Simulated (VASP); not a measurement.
# GaSb (I-4m2) in VASP: further runs

GaSb is run at these levels: PBE, r2SCAN; tasks: single point.

Everything below comes from runs of VASP 6.6.1. Logs are shortened: lines on timing, memory, paths and dates and some standing lists are left out, and cuts for length are marked.

**1. The cell of the first run**

The structure is tetragonal, space group I-4m2 (No. 119). The conventional cell has a = 4.509 Å, b = 4.509 Å, c = 5.924 Å, α = 90.00°, β = 90.00°, γ = 90.00°. Ga (site symmetry -4m2) has 4 Sb at 2.70 Å within 3.6 Å. Within 3.6 Å of Sb (site symmetry -4m2) lie 4 Ga at 2.70 Å.

**2. Single point, PBE (epitaxial xy strain +4.0%)**

INCAR reads:

```
SYSTEM = GaSb
PREC     = Accurate       ! precision mode
ENCUT    = 520            ! plane-wave cutoff, eV
EDIFF    = 1E-6           ! SCF threshold, eV
ISMEAR   = -1             ! smearing method
SIGMA    = 0.02           ! smearing width, eV
LREAL    = .FALSE.        ! projectors in reciprocal space
LASPH    = .TRUE.         ! aspherical terms in the spheres
NELM     = 60             ! most SCF steps
ALGO     = Normal         ! electronic algorithm
ISIF     = 2              ! what is computed and relaxed
LWAVE    = .FALSE.        ! write WAVECAR
LCHARG   = .FALSE.        ! write CHGCAR
GGA      = PE             ! functional
NBANDS   = 16             ! bands
```

KPOINTS reads:

```
Automatic mesh
0
G
  8 8 8
  0 0 0
```

POSCAR reads:

```
GaSb
1.0
    0.0000000000      3.1885139520      2.9619314129
    3.1885139520      0.0000000000      2.9619314129
    3.1885139520      3.1885139520      0.0000000000
Ga Sb
1 1
Direct
    0.0000000000      0.0000000000      0.0000000000
    0.2500000000      0.2500000000      0.2500000000
```

Potentials or basis: VASP PAW PBE potentials, release 64 (Ga_d, Sb).

Run with:

```console
cat potpaw_PBE.64/Ga_d/POTCAR potpaw_PBE.64/Sb/POTCAR > POTCAR
mpirun -np 1 vasp_std > vasp.out
```

OUTCAR:

```text
SYSTEM = GaSb
   PREC = Accurate
   ENCUT = 520
   EDIFF = 1E-6
   ISMEAR = -1
   LREAL = .FALSE.
   LASPH = .TRUE.
   NELM = 60
   ISIF = 2
   GGA = PE

 ion  position               nearest neighbor table
   1  0.000  0.000  0.000-   2 2.70   2 2.70   2 2.70   2 2.70
   2  0.250  0.250  0.250-   1 2.70   1 2.70   1 2.70   1 2.70

  LATTYP: Found a body centered tetragonal cell.
 ALAT       =     4.5092396747
 C/A-ratio  =     1.3137165582

  Lattice vectors:

 A1 = (   0.0000000000,  -3.1885139520,  -2.9619314129)
 A2 = (   0.0000000000,   3.1885139520,  -2.9619314129)
 A3 = (   3.1885139520,   0.0000000000,   2.9619314129)

Analysis of symmetry for initial positions (statically):
=====================================================================
 Subroutine PRICEL returns:
 Original cell was already a primitive cell.

 Routine SETGRP: Setting up the symmetry group for a
 body centered tetragonal supercell.

 Subroutine GETGRP returns: Found  8 space group operations
 (whereof  8 operations were pure point group operations)
 out of a pool of 16 trial point group operations.

The static configuration has the point symmetry D_2d.

Analysis of symmetry for dynamics (positions and initial velocities):
=====================================================================
 Subroutine PRICEL returns:
 Original cell was already a primitive cell.

 Routine SETGRP: Setting up the symmetry group for a
 body centered tetragonal supercell.

 Subroutine GETGRP returns: Found  8 space group operations
 (whereof  8 operations were pure point group operations)
 out of a pool of 16 trial point group operations.

The dynamic configuration has the point symmetry D_2d.

 Subroutine INISYM returns: Found  8 space group operations
 (whereof  8 operations are pure point group operations),
 and found     1 'primitive' translations

----------------------------------------------------------------------------------------

                                     Primitive cell

  volume of cell :      60.2257

  direct lattice vectors                    reciprocal lattice vectors
     0.000000000  3.188513952  2.961931413    -0.156812863  0.156812863  0.168808770
     3.188513952  0.000000000  2.961931413     0.156812863 -0.156812863  0.168808770
     3.188513952  3.188513952  0.000000000     0.156812863  0.156812863 -0.168808770

  length of vectors
     4.351971842  4.351971842  4.509239675     0.278705846  0.278705846  0.278705846

  position of ions in fractional coordinates (direct lattice)
     0.000000000  0.000000000  0.000000000
     0.250000000  0.250000000  0.250000000

  ion indices of the primitive-cell ions
   primitive index   ion index
                 1           1
                 2           2

----------------------------------------------------------------------------------------

 KPOINTS: Automatic mesh

Automatic generation of k-mesh.
 Grid dimensions read from file:
 generate k-points for:    8    8    8

 Generating k-lattice:

  Cartesian coordinates                     Fractional coordinates (reciprocal lattice)
    -0.019601608  0.019601608  0.021101096     0.125000000  0.000000000  0.000000000
     0.019601608 -0.019601608  0.021101096     0.000000000  0.125000000  0.000000000
     0.019601608  0.019601608 -0.021101096     0.000000000  0.000000000  0.125000000

  Length of vectors
     0.034838231  0.034838231  0.034838231

  Shift w.r.t. Gamma in fractional coordinates (k-lattice)
     0.000000000  0.000000000  0.000000000

 Subroutine IBZKPT returns following result:
 ===========================================

 Found     59 irreducible k-points:

 Following reciprocal coordinates:
            Coordinates               Weight
  0.000000  0.000000  0.000000      1.000000
  0.125000  0.000000  0.000000      8.000000
  0.250000  0.000000  0.000000      8.000000
  0.375000 -0.000000  0.000000      8.000000
  0.500000  0.000000  0.000000      4.000000
  0.125000  0.125000  0.000000      2.000000
[... 16 lines left out ...]
  0.250000  0.000000  0.125000     16.000000
  0.375000 -0.000000  0.125000     16.000000
 [... further k-points ...]
   k-points           NKPTS =     59   k-points in BZ     NKDIM =     59   number of bands    NBANDS=     16
   number of dos      NEDOS =    301   number of ions     NIONS =      2
   total plane-waves  NPLWV =  36864
   dimension x,y,z NGX =    32 NGY =   32 NGZ =   36
   dimension x,y,z NGXF=    64 NGYF=   64 NGZF=   72
   ions per type =               1   1
   NGX,Y,Z   is equivalent  to a cutoff of  12.22, 12.22, 13.27 a.u.
   NGXF,Y,Z  is equivalent  to a cutoff of  24.45, 24.45, 26.54 a.u.
 SYSTEM =  GaSb
   PREC   = accura    normal or accurate (medium, high low for compatibility)
   ISTART =      0    job   : 0-new  1-cont  2-samecut
   ICHARG =      2    charge: 1-file 2-atom 10-const
   ISPIN  =      1    spin polarized calculation?
   LNONCOLLINEAR =      F non collinear calculations
   LSORBIT =      F    spin-orbit coupling
   LASPH  =      T    aspherical Exc in radial PAW
   ENCUT  =  520.0 eV  38.22 Ry    6.18 a.u.   8.09  8.09  8.38*2*pi/ulx,y,z
   NELM   =     60;   NELMIN=  2; NELMDL= -5     # of ELM steps
   EDIFF  = 0.1E-05   stopping-criterion for ELM
   LREAL  =      F    real-space projection
   EDIFFG = 0.1E-04   stopping-criterion for IOM
   NSW    =      0    number of steps for IOM
   IBRION =     -1    ionic relax: 0-MD 1-quasi-New 2-CG
   NFREE  =      0    steps in history (QN), initial steepest desc. (CG)
   ISIF   =      2    stress and relaxation
   ISYM   =      2    0-nonsym 1-usesym 2-fastsym
   POTIM  = 0.5000    time-step for ionic-motion
   TEBEG  =    0.0;   TEEND  =   0.0 temperature during run
   PSTRESS=    0.0 pullay stress
   NELECT =      18.0000    total number of electrons
   NUPDOWN=      -1.0000    fix difference up-down
   EMIN   =  10.00;   EMAX   =-10.00  energy-range for DOS
   EFERMI =   0.00;   METHOD = LEGACY
   ISMEAR =    -1;   SIGMA  =   0.02  broadening in eV -4-tet -1-fermi 0-gaus
   EFERMI_NEDOS =   21; number of points for ismear=-14 and -15
   IALGO  =     38    algorithm
   IMIX   =      4    mixing-type and parameters
     AMIX     =   0.40;   BMIX     =  1.00
     AMIX_MAG =   1.60;   BMIX_MAG =  1.00
  volume/ion in A,a.u.               =      30.11       203.21
  Fermi-wavevector in a.u.,A,eV,Ry     =   1.094557  2.068413 16.300534  1.198055
  Thomas-Fermi vector in A             =   2.230864
   LORBIT       =      0    0 simple, 1 ext, 2 COOP (PROOUT), +10 PAW based schemes
   GGA     = PE    functional components
   LHFCALC =     F    Hartree Fock is set to
   AEXX    =    0.0000 exact exchange contribution
   IVDW    =     0    specifies the selected vdW correction
   LEPSILON=     F    determine dielectric tensor
   LRPA    =     F    only Hartree local field effects (RPA)
 non-spin polarized calculation
  energy-cutoff  :      520.00
  volume of cell :       60.23
 maximum number of plane-waves:      1639
   NGX = 17   NGY = 17   NGZ = 17

 number of electron      18.0000008 magnetization

 Free energy of the ion-electron system (eV)
  ---------------------------------------------------
  ext. energy  EPLUGINS =         0.00000000
  ---------------------------------------------------
  free energy    TOTEN  =        -7.34117679 eV

  energy without entropy =       -7.34117431  energy(sigma->0) =       -7.34117555

 E-fermi :   4.4519     XC(G=0):  -8.8745

 val. band max:        4.2819757750   @ k =   0.1250   0.0000   0.0000
 cond. band min:       4.6089219998   @ k =   0.0000   0.0000   0.0000
 fundamental gap:      0.3269462248
 Fermi energy:         4.4518853467

 k-point     1 :       0.0000    0.0000    0.0000
  band No.  band energies     occupation
      1     -10.5804      2.00000
      2     -10.5804      2.00000
      3     -10.5697      2.00000
      4     -10.5413      2.00000
      5     -10.5296      2.00000
      6      -6.7581      2.00000
[... 8 lines left out ...]
     15      12.2954      0.00000
     16      13.2560      0.00000

 k-point     2 :       0.1250    0.0000    0.0000
  band No.  band energies     occupation
      1     -10.5821      2.00000
      2     -10.5788      2.00000
      3     -10.5699      2.00000
      4     -10.5415      2.00000
      5     -10.5296      2.00000
      6      -6.6080      2.00000
[... 8 lines left out ...]
     15      11.7422      0.00000
     16      12.2996      0.00000

 k-point     3 :       0.2500    0.0000    0.0000
  band No.  band energies     occupation
      1     -10.5885      2.00000
      2     -10.5754      2.00000
      3     -10.5682      2.00000
      4     -10.5419      2.00000
      5     -10.5292      2.00000
      6      -6.1822      2.00000
[... 8 lines left out ...]
     15      11.7991      0.00000
     16      12.2713      0.00000

 k-point     4 :       0.3750   -0.0000    0.0000
  band No.  band energies     occupation
      1     -10.5958      2.00000
      2     -10.5724      2.00000
      3     -10.5659      2.00000
      4     -10.5418      2.00000
      5     -10.5285      2.00000
      6      -5.5990      2.00000
[... 8 lines left out ...]
     15      12.8607      0.00000
     16      12.9600      0.00000
[... 324 lines left out ...]
 k-point    22 :       0.1250    0.0000    0.1250
  band No.  band energies     occupation
      1     -10.5859      2.00000
      2     -10.5771      2.00000
      3     -10.5675      2.00000
      4     -10.5412      2.00000
      5     -10.5300      2.00000
      6      -6.5652      2.00000
[... 8 lines left out ...]
     15      11.1196      0.00000
     16      13.0629      0.00000

 k-point    23 :       0.2500    0.0000    0.1250
  band No.  band energies     occupation
      1     -10.5915      2.00000
      2     -10.5736      2.00000
      3     -10.5656      2.00000
      4     -10.5414      2.00000
      5     -10.5302      2.00000
      6      -6.2347      2.00000
[... 8 lines left out ...]
     15      12.2026      0.00000
     16      12.9044      0.00000

 k-point    24 :       0.3750   -0.0000    0.1250
  band No.  band energies     occupation
      1     -10.5972      2.00000
      2     -10.5708      2.00000
      3     -10.5641      2.00000
      4     -10.5416      2.00000
      5     -10.5297      2.00000
      6      -5.6888      2.00000
[... 8 lines left out ...]
     15      12.6674      0.00000
     16      13.5351      0.00000

 [... further k-points ...]
[... 5 lines left out ...]
  --------------------------------------------------------------------------------------
  -------------------------------------------------------------------------------------
  Total       -0.3837438     -0.3837438      0.6102056      0.0000000      0.0000000      0.0000000
  in kB      -10.2086960    -10.2086960     16.2332359      0.0000000      0.0000000      0.0000000
  external PRESSURE =      -1.3947187 kB  Pullay stress =       0.0000000 kB

 VOLUME and BASIS-vectors are now :
 -----------------------------------------------------------------------------
  energy-cutoff  :      520.00
  volume of cell :       60.23
      direct lattice vectors                 reciprocal lattice vectors
     0.000000000  3.188513952  2.961931413    -0.156812863  0.156812863  0.168808770
     3.188513952  0.000000000  2.961931413     0.156812863 -0.156812863  0.168808770
     3.188513952  3.188513952  0.000000000     0.156812863  0.156812863 -0.168808770

 POSITION                                       TOTAL-FORCE (eV/Angst)
 -----------------------------------------------------------------------------------
      0.00000      0.00000      0.00000        -0.000000     -0.000000      0.000000
      1.59426      1.59426      1.48097         0.000000      0.000000     -0.000000
 -----------------------------------------------------------------------------------
    total drift:                               -0.000000     -0.000000      0.000006

  FREE ENERGIE OF THE ION-ELECTRON SYSTEM (eV)
  ---------------------------------------------------
  free  energy   TOTEN  =        -7.3411767927 eV

  energy  without entropy=       -7.3411743130  energy(sigma->0) =       -7.34117555
```

It took 40 s on 1 thread of AMD EPYC 7R43 (Zen 3), shared host; peak memory 0.19 GiB.

Results:

| Quantity | Value |
| --- | --- |
| Free energy | -7.3412 eV |
| Pressure | -0.1 GPa |
| Band gap on the k mesh | 0.33 eV, indirect (least direct gap 0.37 eV) |

Caveat: the cell differs from its parent crystal (epitaxial xy strain +4.0%); spin-orbit coupling is left out, which moves the levels of the heavy elements. A k mesh can miss the band edges.

[end of part 1 of 2]
